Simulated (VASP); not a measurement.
# GaN in VASP: settings compared

Aim: see how the results for GaN move with the level of theory and the settings. Levels: b88 exchange, pbe correlation, r2SCAN, PBE0, r2SCAN-based global hybrid with 10 % exact exchange. Tasks: single point.

Program: VASP 6.6.1. These are calculated values, not measurements. Logs are shortened: lines on timing, memory, paths and dates and some standing lists are left out, and cuts for length are marked.

**Experimental background.**

“Studying electronic properties in GaN without electrical contacts using γ-γ vs e−-γ Perturbed Angular Correlations”, 2019, pmc:6823545 quotes, for a bulk crystal of GaN: band gap 3.503 ± 0.005 eV (direct).

The runs below are set against these values where they give the same quantity.

## (1) The cell of the first run

The structure is hexagonal, space group P6_3mc (No. 186). Conventional cell: a = 3.242 Å, b = 3.242 Å, c = 5.267 Å, α = 90.00°, β = 90.00°, γ = 120.00°. Ga (site symmetry 3m) has 4 N at 1.98 Å within 2.6 Å. Within 2.6 Å of N (site symmetry 3m) lie 4 Ga at 1.98 Å.

## (2) Single point, b88 exchange, pbe correlation

INCAR

```
ALGO = Normal ; EDIFF = 1E-6
ENCUT = 600 ; GGA = LIBXC
GGA_COMPAT = F ; ISIF = 2
ISMEAR = -1 ; LASPH = T
LCHARG = F ; LIBXC1 = GGA_X_B88
LIBXC2 = GGA_C_PBE ; LREAL = F
LWAVE = F ; NBANDS = 26
NELM = 120 ; PREC = Accurate
SIGMA = 0.05
```

KPOINTS

```
k-points
0
Gamma
  10 10 5
```

POSCAR

```
GaN
1.0
    3.2423687753      0.0000000000      0.0000000000
   -1.6211843877      2.8079737278      0.0000000000
    0.0000000000      0.0000000000      5.2673198406
Ga N
2 2
Direct
    0.6666666667      0.3333333333      0.5000000000
    0.3333333333      0.6666666667      0.0000000000
    0.6666666667      0.3333333333      0.8750000000
    0.3333333333      0.6666666667      0.3750000000
```

Potentials or basis: VASP PAW PBE potentials, release 64 (Ga_d, N).

Launch:

```console
cat potpaw_PBE.64/Ga_d/POTCAR potpaw_PBE.64/N/POTCAR > POTCAR
mpirun -np 1 vasp_std > vasp.out
```

OUTCAR:

```text
EDIFF = 1E-6
   ENCUT = 600
   GGA = LIBXC
   ISIF = 2
   ISMEAR = -1
   LASPH = T
   LREAL = F
   NELM = 120
   PREC = Accurate

 ion  position               nearest neighbor table
   1  0.667  0.333  0.500-   3 1.98   4 1.98   4 1.98   4 1.98
   2  0.333  0.667  0.000-   4 1.98   3 1.98   3 1.98   3 1.98
   3  0.667  0.333  0.875-   1 1.98   2 1.98   2 1.98   2 1.98
   4  0.333  0.667  0.375-   2 1.98   1 1.98   1 1.98   1 1.98

  LATTYP: Found a hexagonal cell.
 ALAT       =     3.2423687753
 C/A-ratio  =     1.6245283019

  Lattice vectors:

 A1 = (   3.2423687753,   0.0000000000,   0.0000000000)
 A2 = (  -1.6211843877,   2.8079737278,   0.0000000000)
 A3 = (   0.0000000000,   0.0000000000,   5.2673198406)

Analysis of symmetry for initial positions (statically):
=====================================================================
 Subroutine PRICEL returns:
 Original cell was already a primitive cell.

 Routine SETGRP: Setting up the symmetry group for a
 hexagonal supercell.

 Subroutine GETGRP returns: Found 12 space group operations
 (whereof  6 operations were pure point group operations)
 out of a pool of 24 trial point group operations.

The static configuration has the point symmetry C_3v.
 The point group associated with its full space group is C_6v.

Analysis of symmetry for dynamics (positions and initial velocities):
=====================================================================
 Subroutine PRICEL returns:
 Original cell was already a primitive cell.

 Routine SETGRP: Setting up the symmetry group for a
 hexagonal supercell.

 Subroutine GETGRP returns: Found 12 space group operations
 (whereof  6 operations were pure point group operations)
 out of a pool of 24 trial point group operations.

The dynamic configuration has the point symmetry C_3v.
 The point group associated with its full space group is C_6v.

 Subroutine INISYM returns: Found 12 space group operations
 (whereof  6 operations are pure point group operations),
 and found     1 'primitive' translations

----------------------------------------------------------------------------------------

                                     Primitive cell

  volume of cell :      47.9562

  direct lattice vectors                    reciprocal lattice vectors
     3.242368775  0.000000000  0.000000000     0.308416491  0.178064344  0.000000000
    -1.621184388  2.807973728  0.000000000     0.000000000  0.356128688  0.000000000
     0.000000000  0.000000000  5.267319841     0.000000000  0.000000000  0.189849872

  length of vectors
     3.242368775  3.242368775  5.267319841     0.356128688  0.356128688  0.189849872

  position of ions in fractional coordinates (direct lattice)
     0.666666667  0.333333333  0.500000000
     0.333333333  0.666666667  0.000000000
     0.666666667  0.333333333  0.875000000
     0.333333333  0.666666667  0.375000000

  ion indices of the primitive-cell ions
   primitive index   ion index
                 1           1
                 2           2
                 3           3
                 4           4

----------------------------------------------------------------------------------------

 KPOINTS: k-points

Automatic generation of k-mesh.
 Grid dimensions read from file:
 generate k-points for:   10   10    5

 Generating k-lattice:

  Cartesian coordinates                     Fractional coordinates (reciprocal lattice)
     0.030841649  0.017806434  0.000000000     0.100000000 -0.000000000  0.000000000
     0.000000000  0.035612869  0.000000000     0.000000000  0.100000000  0.000000000
     0.000000000  0.000000000  0.037969974     0.000000000  0.000000000  0.200000000

  Length of vectors
     0.035612869  0.035612869  0.037969974

  Shift w.r.t. Gamma in fractional coordinates (k-lattice)
     0.000000000  0.000000000  0.000000000

 Subroutine IBZKPT returns following result:
 ===========================================

 Found     42 irreducible k-points:

 Following reciprocal coordinates:
            Coordinates               Weight
  0.000000  0.000000  0.000000      1.000000
  0.100000  0.000000  0.000000      6.000000
  0.200000  0.000000  0.000000      6.000000
  0.300000  0.000000  0.000000      6.000000
  0.400000  0.000000  0.000000      6.000000
  0.500000  0.000000  0.000000      3.000000
[... 16 lines left out ...]
  0.300000  0.100000  0.200000     24.000000
  0.400000  0.100000  0.200000     24.000000
 [... further k-points ...]
   k-points           NKPTS =     42   k-points in BZ     NKDIM =     42   number of bands    NBANDS=     26
   number of dos      NEDOS =    301   number of ions     NIONS =      4
   total plane-waves  NPLWV =  32928
   dimension x,y,z NGX =    28 NGY =   28 NGZ =   42
   dimension x,y,z NGXF=    56 NGYF=   56 NGZF=   84
   ions per type =               2   2
   NGX,Y,Z   is equivalent  to a cutoff of  14.36, 14.36, 13.26 a.u.
   NGXF,Y,Z  is equivalent  to a cutoff of  28.71, 28.71, 26.51 a.u.
 SYSTEM =  unknown system
   PREC   = accura    normal or accurate (medium, high low for compatibility)
   ISTART =      0    job   : 0-new  1-cont  2-samecut
   ICHARG =      2    charge: 1-file 2-atom 10-const
   ISPIN  =      1    spin polarized calculation?
   LNONCOLLINEAR =      F non collinear calculations
   LSORBIT =      F    spin-orbit coupling
   LASPH  =      T    aspherical Exc in radial PAW
   ENCUT  =  600.0 eV  44.10 Ry    6.64 a.u.   6.48  6.48 10.52*2*pi/ulx,y,z
   NELM   =    120;   NELMIN=  2; NELMDL= -5     # of ELM steps
   EDIFF  = 0.1E-05   stopping-criterion for ELM
   LREAL  =      F    real-space projection
   EDIFFG = 0.1E-04   stopping-criterion for IOM
   NSW    =      0    number of steps for IOM
   IBRION =     -1    ionic relax: 0-MD 1-quasi-New 2-CG
   NFREE  =      0    steps in history (QN), initial steepest desc. (CG)
   ISIF   =      2    stress and relaxation
   ISYM   =      2    0-nonsym 1-usesym 2-fastsym
   POTIM  = 0.5000    time-step for ionic-motion
   TEBEG  =    0.0;   TEEND  =   0.0 temperature during run
   PSTRESS=    0.0 pullay stress
   NELECT =      36.0000    total number of electrons
   NUPDOWN=      -1.0000    fix difference up-down
   EMIN   =  10.00;   EMAX   =-10.00  energy-range for DOS
   EFERMI =   0.00;   METHOD = LEGACY
   ISMEAR =    -1;   SIGMA  =   0.05  broadening in eV -4-tet -1-fermi 0-gaus
   EFERMI_NEDOS =   21; number of points for ismear=-14 and -15
   IALGO  =     38    algorithm
   IMIX   =      4    mixing-type and parameters
     AMIX     =   0.40;   BMIX     =  1.00
     AMIX_MAG =   1.60;   BMIX_MAG =  1.00
  volume/ion in A,a.u.               =      11.99        80.91
  Fermi-wavevector in a.u.,A,eV,Ry     =   1.487855  2.811638 30.119388  2.213713
  Thomas-Fermi vector in A             =   2.600963
   LORBIT       =      0    0 simple, 1 ext, 2 COOP (PROOUT), +10 PAW based schemes
   GGA     = LIBXC    functional components
   LHFCALC =     F    Hartree Fock is set to
   AEXX    =    0.0000 exact exchange contribution
   IVDW    =     0    specifies the selected vdW correction
   LEPSILON=     F    determine dielectric tensor
   LRPA    =     F    only Hartree local field effects (RPA)
 non-spin polarized calculation
  energy-cutoff  :      600.00
  volume of cell :       47.96
 maximum number of plane-waves:      1641
 NGX is ok and might be reduce to    28
   NGX = 13   NGY = 13   NGZ = 21

 number of electron      36.0000003 magnetization

 Free energy of the ion-electron system (eV)
  ---------------------------------------------------
  ext. energy  EPLUGINS =         0.00000000
  ---------------------------------------------------
  free energy    TOTEN  =       -23.88732969 eV

  energy without entropy =      -23.88732969  energy(sigma->0) =      -23.88732969

 E-fermi :   5.5928     XC(G=0): -11.4405

 val. band max:        4.7628926344   @ k =   0.0000   0.0000   0.0000
 cond. band min:       6.3449097271   @ k =   0.0000   0.0000   0.0000
 fundamental gap:      1.5820170928
 Fermi energy:         5.5927979840

 k-point     1 :       0.0000    0.0000    0.0000
  band No.  band energies     occupation
      1     -10.8215      2.00000
      2     -10.0759      2.00000
      3      -8.7004      2.00000
      4      -8.6822      2.00000
      5      -8.6822      2.00000
      6      -8.6291      2.00000
[... 18 lines left out ...]
     25      16.0974      0.00000
     26      16.0974      0.00000

 k-point     2 :       0.1000    0.0000    0.0000
  band No.  band energies     occupation
      1     -10.7352      2.00000
      2     -10.0571      2.00000
      3      -8.6893      2.00000
      4      -8.6702      2.00000
      5      -8.6491      2.00000
      6      -8.6186      2.00000
[... 18 lines left out ...]
     25      15.6923      0.00000
     26      16.2972      0.00000

 k-point     3 :       0.2000    0.0000    0.0000
  band No.  band energies     occupation
      1     -10.5175      2.00000
      2     -10.0160      2.00000
      3      -8.6620      2.00000
      4      -8.6442      2.00000
      5      -8.5962      2.00000
      6      -8.5693      2.00000
[... 18 lines left out ...]
     25      15.9090      0.00000
     26      16.7445      0.00000

 k-point     4 :       0.3000    0.0000    0.0000
  band No.  band energies     occupation
      1     -10.2817      2.00000
      2      -9.9800      2.00000
      3      -8.6408      2.00000
      4      -8.6256      2.00000
      5      -8.5593      2.00000
      6      -8.5170      2.00000
[... 18 lines left out ...]
     25      15.9809      0.00000
     26      17.3714      0.00000
[... 496 lines left out ...]
      1     -10.2937      2.00000
      2      -9.9989      2.00000
      3      -8.6396      2.00000
      4      -8.6286      2.00000
      5      -8.5834      2.00000
      6      -8.5580      2.00000
[... 18 lines left out ...]
     25      15.5427      0.00000
     26      16.9164      0.00000

 k-point    23 :       0.3000    0.1000    0.2000
  band No.  band energies     occupation
      1     -10.1317      2.00000
      2      -9.9672      2.00000
      3      -8.6316      2.00000
      4      -8.6187      2.00000
      5      -8.5606      2.00000
      6      -8.5118      2.00000
[... 18 lines left out ...]
     25      15.8382      0.00000
     26      17.3186      0.00000

 k-point    24 :       0.4000    0.1000    0.2000
  band No.  band energies     occupation
      1     -10.0553      2.00000
      2      -9.9544      2.00000
      3      -8.6372      2.00000
      4      -8.6131      2.00000
      5      -8.5513      2.00000
      6      -8.5046      2.00000
[... 18 lines left out ...]
     25      16.3540      0.00000
     26      17.6054      0.00000

 [... further k-points ...]

------------------------ aborting loop because EDIFF is reached ----------------------------------------

  FORCE on cell =-STRESS in cart. coord.  units (eV):
  Direction    XX          YY          ZZ          XY          YZ          ZX
  --------------------------------------------------------------------------------------
  -------------------------------------------------------------------------------------
  Total       -1.2655372     -1.2655372     -0.7561532      0.0000000      0.0000000      0.0000000
  in kB      -42.2805237    -42.2805237    -25.2624368      0.0000000      0.0000000      0.0000000
  external PRESSURE =     -36.6078280 kB  Pullay stress =       0.0000000 kB

 VOLUME and BASIS-vectors are now :
 -----------------------------------------------------------------------------
  energy-cutoff  :      600.00
  volume of cell :       47.96
      direct lattice vectors                 reciprocal lattice vectors
     3.242368775  0.000000000  0.000000000     0.308416491  0.178064344  0.000000000
    -1.621184388  2.807973728  0.000000000     0.000000000  0.356128688  0.000000000
     0.000000000  0.000000000  5.267319841     0.000000000  0.000000000  0.189849872

 POSITION                                       TOTAL-FORCE (eV/Angst)
 -----------------------------------------------------------------------------------
      1.62118      0.93599      2.63366         0.000000      0.000000     -0.118878
     -0.00000      1.87198      0.00000        -0.000000     -0.000000     -0.118878
      1.62118      0.93599      4.60890        -0.000000      0.000000      0.118878
     -0.00000      1.87198      1.97524         0.000000     -0.000000      0.118878
 -----------------------------------------------------------------------------------
    total drift:                                0.000000      0.000001      0.000285

  FREE ENERGIE OF THE ION-ELECTRON SYSTEM (eV)
  ---------------------------------------------------
  free  energy   TOTEN  =       -23.8873296904 eV

  energy  without entropy=      -23.8873296884  energy(sigma->0) =      -23.88732969
```

It took 82 s on 1 thread of Intel Xeon 6975P-C (Granite Rapids), shared host; peak memory 0.2 GiB.

Results:

```
Free energy            : -23.8873 eV
Pressure               : -3.7 GPa
Largest force          : 0.119 eV/Å
Band gap on the k mesh : 1.58 eV
```

Forces in eV/Å, atoms in the order of the input:
```
Ga   0.000  0.000 -0.119
Ga   0.000  0.000 -0.119
N    0.000  0.000  0.119
N    0.000  0.000  0.119
```

Levels at points of the mesh, in eV from the valence-band top:
```tsv
k point	band 15	band 16	band 17	band 18	band 19	band 20	band 21	band 22
(0.00, 0.00, 0.00)	-0.99	-0.06	0.00	0.00	1.58	3.93	8.92	9.59
(0.50, 0.00, 0.00)	-4.01	-2.58	-2.10	-0.92	4.91	5.25	5.94	8.19
```

Caveat: the cell stands under tension; the PAW data sets were made with another functional, which shifts forces and pressure a little.

## (3) Single point, r2SCAN

This run uses another cell than the first one, of 11.31 Å³/atom.

POSCAR

```
GaN
1.0
    3.1800000000      0.0000000000      0.0000000000
   -1.5900000000      2.7539607840      0.0000000000
    0.0000000000      0.0000000000      5.1660000000
Ga N
2 2
Direct
    0.6779320000      0.3377420000      0.4989470000
    0.3459920000      0.6697240000      0.0105920000
    0.6702470000      0.3425430000      0.8761860000
    0.3341970000      0.6529300000      0.3742130000
```

INCAR.step1

```
SYSTEM = GaN
PREC     = Accurate       ! precision mode
ENCUT    = 520            ! plane-wave cutoff, eV
ISMEAR   = -1             ! smearing method
SIGMA    = 0.005          ! smearing width, eV
LREAL    = .FALSE.        ! projectors in reciprocal space
LASPH    = .TRUE.         ! aspherical terms in the spheres
NELM     = 100            ! most SCF steps
NBANDS   = 26             ! bands
GGA      = PE             ! functional
ALGO     = Normal         ! electronic algorithm
EDIFF    = 1E-4           ! SCF threshold, eV
LWAVE    = .TRUE.         ! write WAVECAR
LCHARG   = .FALSE.        ! write CHGCAR
```

INCAR.step2

```
SYSTEM = GaN
PREC     = Accurate       ! precision mode
ENCUT    = 520            ! plane-wave cutoff, eV
EDIFF    = 1E-6           ! SCF threshold, eV
ISMEAR   = -1             ! smearing method
SIGMA    = 0.005          ! smearing width, eV
LREAL    = .FALSE.        ! projectors in reciprocal space
LASPH    = .TRUE.         ! aspherical terms in the spheres
NELM     = 100            ! most SCF steps
ALGO     = Normal         ! electronic algorithm
ISIF     = 2              ! what is computed and relaxed
LWAVE    = .FALSE.        ! write WAVECAR
LCHARG   = .TRUE.         ! write CHGCAR
METAGGA  = R2SCAN         ! meta-GGA
LMIXTAU  = .TRUE.       
LELF     = .TRUE.         ! ELF
LVHAR    = .TRUE.       
NBANDS   = 26             ! bands
ISTART   = 1
```

KPOINTS

```
Automatic mesh
0
G
  7 7 4
  0 0 0
```

Potentials or basis: VASP PAW PBE potentials, release 64 (Ga_d, N).

Launch:

```console
cat potpaw_PBE.64/Ga_d/POTCAR potpaw_PBE.64/N/POTCAR > POTCAR
cp INCAR.step1 INCAR
mpirun -np 1 vasp_std > vasp.out
cp INCAR.step2 INCAR
mpirun -np 1 vasp_std > vasp.out
```

Run time: 2.8 min. Hardware: 1 thread of Intel Xeon Platinum 8488C (Sapphire Rapids), shared host; peak memory 0.23 GiB.

It converged, with:

| Property | Result |
| --- | --- |
| Free energy | -43.7414 eV |
| Pressure | 2.7 GPa |
| Largest force | 1.592 eV/Å |
| Band gap on the k mesh | 2.26 eV |

Forces on the atoms (eV/Å):
```
Ga  -0.094 -0.538  0.530
Ga  -0.463  0.181 -1.512
N    0.509 -0.271  0.232
N    0.047  0.628  0.751
```

Stress tensor (GPa, compression positive):
```
 3.08 -1.02 -0.93
-1.02 -1.26 -0.65
-0.93 -0.65  6.21
```

Levels at points of the mesh, in eV from the valence-band top:
| k point | band 16 | band 17 | band 18 | band 19 | band 20 | band 21 |
| --- | --- | --- | --- | --- | --- | --- |
| (0.00, 0.00, 0.00) | -0.21 | -0.07 | 0.00 | 2.26 | 4.80 | 9.83 |
| (0.00, 0.00, 0.50) | -0.76 | -0.52 | -0.35 | 4.55 | 4.82 | 9.00 |

Caveat: the PAW data sets were made with another functional, which shifts forces and pressure a little. r2SCAN opens gaps a little over a GGA but as a rule still falls short of measured ones.

(Part 1 of 2 ends here.)
